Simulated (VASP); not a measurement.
Here is a VASP 6.6.1 calculation.

The input INCAR:

```
SYSTEM = AlFe
PREC = Accurate
ENCUT = 600
EDIFF = 1E-7
ISMEAR = 0
SIGMA = 0.1
LREAL = .FALSE.
LASPH = .TRUE.
NELM = 150
ALGO = Normal
ISIF = 3
LWAVE = .FALSE.
LCHARG = .FALSE.
ISPIN = 2
MAGMOM = 0 0.85
LORBIT = 11
LMAXMIX = 4
GGA = PE
IBRION = 2
NSW = 100
EDIFFG = -0.005
```

The input KPOINTS:

```
regular mesh
0
G
  14 14 14
  0 0 0
```

Contents of POSCAR:

```
AlFe
1.0
    2.9100000000      0.0000000000      0.0000000000
    0.0000000000      2.9100000000      0.0000000000
    0.0000000000      0.0000000000      2.9100000000
Al Fe
1 1
Direct
    0.0000000000      0.0000000000      0.0000000000
    0.5000000000      0.5000000000      0.5000000000
```

Potentials or basis: VASP PAW PBE potentials, release 64 (Al, Fe).

Command:

```sh
$ cat potpaw_PBE.64/Al/POTCAR potpaw_PBE.64/Fe/POTCAR > POTCAR
$ mpirun -np 1 vasp_std > vasp.out
```

(1) Estimate the net moment.

(2) Estimate the relaxed volume.

Results:

(1) 0.67 μB per cell.

(2) 11.87 Å³/atom.
